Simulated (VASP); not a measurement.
A run of VASP 6.6.1:

INCAR

```
PREC = Accurate
ENCUT = 520
EDIFF = 1E-6
ISMEAR = 0
SIGMA = 0.15
LREAL = F
LASPH = T
NELM = 100
ALGO = Normal
ISIF = 2
LWAVE = F
LCHARG = F
GGA = PS
NBANDS = 15
```

File KPOINTS:

```
Automatic mesh
0
Gamma
  21 21 18
```

Contents of POSCAR:

```
TaN
1.0
    3.1345372387      0.0000000000      0.0000000000
   -1.5672686193      2.7145888779      0.0000000000
    0.0000000000      0.0000000000      2.8978796772
Ta N
1 1
Direct
    0.3333333333      0.6666666667      0.5000000000
    0.0000000000      0.0000000000      0.0000000000
```

Potentials or basis: VASP PAW PBE potentials, release 64 (Ta_pv, N).

Command:

```console
$ cat potpaw_PBE.64/Ta_pv/POTCAR potpaw_PBE.64/N/POTCAR > POTCAR
$ mpirun -np 1 vasp_std > vasp.out
```

Hardware: 1 thread of Intel Xeon 6975P-C, on a shared host.

How long does it take, and how much memory?

Run time: 84 s on 1 thread of Intel Xeon 6975P-C (shared host), peak memory 0.29 GiB. Counts: scf iterations 12, k points 480.
